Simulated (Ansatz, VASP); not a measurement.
Given: the input of a run of VASP 6.6.1 on CoO.

Contents of INCAR:

```
SYSTEM = CoO
ALGO = Normal
EDIFF = 1E-6
EDIFFG = -0.005
ENCUT = 600
GGA = PS
IBRION = 2
ISIF = 3
ISMEAR = -1
ISPIN = 2
LASPH = .TRUE.
LCHARG = .FALSE.
LMAXMIX = 4
LORBIT = 11
LREAL = .FALSE.
LWAVE = .FALSE.
MAGMOM = 2 0
NELM = 120
NSW = 60
PREC = Accurate
SIGMA = 0.05
```

File KPOINTS:

```
k-points
0
G
  9 9 9
  0 0 0
```

The input POSCAR:

```
CoO
1.0
   -1.5080004400      1.5080004400      2.1072503600
    1.5080004400     -1.5080004400      2.1072503600
    1.5080004400      1.5080004400     -2.1072503600
Co O
1 1
Direct
    0.0000000000      0.0000000000      0.0000000000
    0.5000000000      0.5000000000      0.0000000000
```

Potentials or basis: VASP PAW PBE potentials, release 64 (Co, O).

Launch:

```console
$ cat potpaw_PBE.64/Co/POTCAR potpaw_PBE.64/O/POTCAR > POTCAR
$ mpirun -np 1 vasp_std > vasp.out
```

Problem. Set up the same calculation for Ansatz 0.2.0. Potentials there: Ansatz PAW.

Solution. As run (the cutoff follows the program's own potentials):

The input input.yaml:

```yaml
crystal:
  lattice:
    - [-1.50800044, 1.50800044, 2.10725036]
    - [1.50800044, -1.50800044, 2.10725036]
    - [1.50800044, 1.50800044, -2.10725036]
  atoms:
    - { symbol: Co, position: [0.0, 0.0, 0.0], spin: 2.0 }
    - { symbol: O, position: [0.5, 0.5, 0.0] }
hamiltonian:
  xc: pbesol
  pseudopotentials: { kind: paw }
magnetization:
  spin_polarized: true
kpoints:
  mp_grid: { grid: [9, 9, 9] }
scf:
  occupations: { method: fermi_dirac, width: 0.05 }
output:
  forces: true
  stress: true
  eigenvalues: true
relax:
  f_tol: 0.01
  max_steps: 40
  cell: { stress_tol: 0.05 }
```

Potentials or basis: Ansatz PAW.

Run with:

```bash
$ ansatz run input.yaml --threads 2 --pin off --max-ram 5632MiB --backend cpu --events-out ev --progress --plain --runs-dir out
```

Both were run:

|  | VASP | Ansatz | Ansatz less VASP |
| --- | --- | --- | --- |
| gap on the k mesh at the Fermi level, each at its own relaxed structure (eV) | none | none | - |
| net moment per atom (μB) | 1.37 | 1.38 | +0.011 |
| size of the moment on the site where the two differ most (μB) | 2.41 | 2.34 | -0.073 |
| relaxed volume (Å³/atom) | 9.01 | 9.05 | +0.034 |
| relaxed cell length with the largest relative difference (Å) | 2.943 | 2.947 | +0.0035 |

VASP's potentials were made for PBE, not for PBEsol. Site moments also hang on the region over which each program counts them. A gap of «none» marks a metal or a gap that the smearing closes. VASP's potentials hold 15 valence electrons a cell and Ansatz's 23, so a difference there can come from the potentials and not from the codes.

Noted on Ansatz's run: the plane-wave basis is chosen anew once the cell has moved, so the energies of steps on either side of that aren't comparable.
